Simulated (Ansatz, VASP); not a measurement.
# Two plane-wave programs on Ga4SbAs

INCAR

```
PREC = Accurate
ENCUT = 600
EDIFF = 1E-7
ISMEAR = 0
SIGMA = 0.1
LREAL = False
LASPH = True
NELM = 100
ALGO = Fast
ISIF = 3
LWAVE = False
LCHARG = False
GGA = PE
IBRION = 2
NSW = 100
EDIFFG = -0.01
```

The input KPOINTS:

```
Automatic mesh
0
Gamma
  12 12 8
```

File POSCAR:

```
Ga4SbAs
1.0
    5.3010547256      0.0000000000      0.0000000000
   -2.6505273628      4.5908480593      0.0000000000
    0.0000000000      0.0000000000      5.6329493106
Ga Sb As
4 1 1
Direct
    0.6666666667      0.3333333333      0.0000000000
    0.5006747327      0.0013494655      0.5000000000
    0.9986505345      0.4993252673      0.5000000000
    0.5006747327      0.4993252673      0.5000000000
    0.3333333333      0.6666666667      0.0000000000
    0.0000000000      0.0000000000      0.0000000000
```

Input for Ansatz:

```yaml
crystal:
  lattice:
    - [5.3010547256, 0.0, 0.0]
    - [-2.6505273628, 4.5908480593, 0.0]
    - [0.0, 0.0, 5.6329493106]
  atoms:
    - { symbol: Ga, position: [0.6666666667, 0.3333333333, 0.0] }
    - { symbol: Ga, position: [0.5006747327, 0.0013494655, 0.5] }
    - { symbol: Ga, position: [0.9986505345, 0.4993252673, 0.5] }
    - { symbol: Ga, position: [0.5006747327, 0.4993252673, 0.5] }
    - { symbol: Sb, position: [0.3333333333, 0.6666666667, 0.0] }
    - { symbol: As, position: [0.0, 0.0, 0.0] }
basis:
  ecutwfc: 420
kpoints:
  mp_grid: { grid: [12, 12, 8] }
hamiltonian:
  xc: pbe
scf:
  occupations: { method: gaussian, width: 0.1 }
output:
  forces: true
  stress: true
  eigenvalues: true
  write_density: true
  write_potential: true
  elf: true
  volumetric_format: npy
relax:
  adjacent_minimum: "off"
  f_tol: 0.01
  max_steps: 80
  cell: { stress_tol: 0.05 }
```

Change from the starting cell: species swapped into the TmAlCo4 type (P-6m2, No. 187).

Alike in both runs: task relaxation of cell and atoms; functional PBE; k mesh 12 × 12 × 8; occupations gaussian, width 0.1 eV; no spin polarisation.

```csv
,VASP,Ansatz
version,VASP 6.6.1,Ansatz 0.2.0
potentials or method,"VASP PAW PBE potentials, release 64 (Ga_d, Sb, As), cutoff 600 eV","scalar-relativistic, plane waves, PAW"
valence electrons in the cell,62,82
```

|  | VASP | Ansatz | Ansatz less VASP |
| --- | --- | --- | --- |
| gap on the k mesh at the Fermi level, each at its own relaxed structure (eV) | none | none | - |
| relaxed volume (Å³/atom) | 22.72 | 22.71 | -0.001 |
| relaxed length of the cell vector where the two differ most in proportion (Å) | 5.457 | 5.452 | -0.0055 |

A gap of «none» marks a metal or a gap that the smearing closes. VASP's potentials hold 62 valence electrons a cell and Ansatz's 82, so a difference there can come from the potentials and not from the codes.

Neither program's run includes spin-orbit coupling.
